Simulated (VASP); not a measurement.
**Ti7C8N7: single point with PBE**

System: Ti7C8N7.

```
C Ti N
1.0
     6.07635    0.02525   -0.04981
     0.02525    5.78321   -0.05536
    -0.04981   -0.05536    6.00552
C Ti N
8 7 7
Cartesian
  3.9186 2.2134 3.6607
  5.7164 1.2291 2.9401
  3.8844 3.8272 1.3501
  5.0686 0.1840 5.2047
  1.3661 0.6759 1.7273
  0.6879 2.0802 3.4690
  1.6088 2.3865 2.4612
  0.0468 5.9949 1.9220
  5.6551 2.4478 1.0414
  0.2878 4.1669 4.9953
  3.5192 4.4214 5.2147
  4.8291 5.0414 2.8790
  1.3199 0.6807 4.7405
  2.8281 1.9299 0.7052
  2.1419 4.2892 1.8599
  4.3372 1.1310 2.7899
  1.4889 4.7957 3.9423
  0.9955 3.6127 0.5236
  4.7954 1.2750 6.0578
  3.1124 2.5102 4.6241
  4.7611 3.0850 3.8178
  2.4791 5.8435 0.7609
```

```json
{
 "Program": "VASP 6.6.1",
 "Task": "single point",
 "Functional": "PBE",
 "Potentials or basis": "VASP PAW PBE potentials, release 64 (C, Ti_sv, N)",
 "Cutoff": "520 eV",
 "k mesh": "1 × 1 × 1, shifted",
 "Occupations": "fermi-dirac, width 0.2482 eV",
 "Spin": "no spin polarisation"
}
```

```
Pressure               : 21.7 GPa
Largest force          : 12.140 eV/Å
Band gap on the k mesh : zero (an odd number of electrons rules out a gap without spin polarisation)
```

Forces on the atoms (eV/Å):
```
C   -2.225 -4.392 -0.078
C    0.794 -2.076 -2.111
C    2.628 -1.202 -1.569
C    0.292 -0.295  1.171
C    0.996 -0.270 -3.551
C   -1.032  1.744  0.168
C   -0.082 -3.845  0.098
C    4.673  2.301 -1.264
Ti   0.785  1.801  4.871
Ti  -5.100 -3.644 -0.207
Ti  -1.218 -0.267  1.796
Ti  -1.044 -2.996 -0.055
Ti  -0.424  2.644  1.421
Ti   1.915  2.233 -0.858
Ti  -2.098  1.236  2.871
N   -3.399  4.037  2.379
N    4.638  0.370 -2.580
N    1.782 -1.381 -0.271
N   -0.886 -5.083 -5.048
N   -5.642 -2.811  2.947
N    6.964  9.940  0.306
N   -2.318  1.957 -0.437
```

Stress tensor (GPa, compression positive):
```
 24.18   6.42  -1.21
  6.42  22.24 -11.73
 -1.21 -11.73  18.80
```

Levels at points of the mesh, in eV from the Fermi level:
```
           k point  band 74  band 75  band 76  band 77  band 78  band 79
(0.25, 0.25, 0.25)    -0.53    -0.19    -0.01     0.33     0.46     0.64
```

It took 2.2 min on 1 thread of Intel Xeon 8259CL, with other jobs on the host, peak memory 0.32 GiB.

Caveat: the k points lie up to 1.09 Å⁻¹ apart, too coarse for converged energies and pressures of a metal; the atoms stand as in a frame of molecular dynamics; an odd number of electrons without spin polarisation forces a metal; a magnetic or distorted state may lie lower.
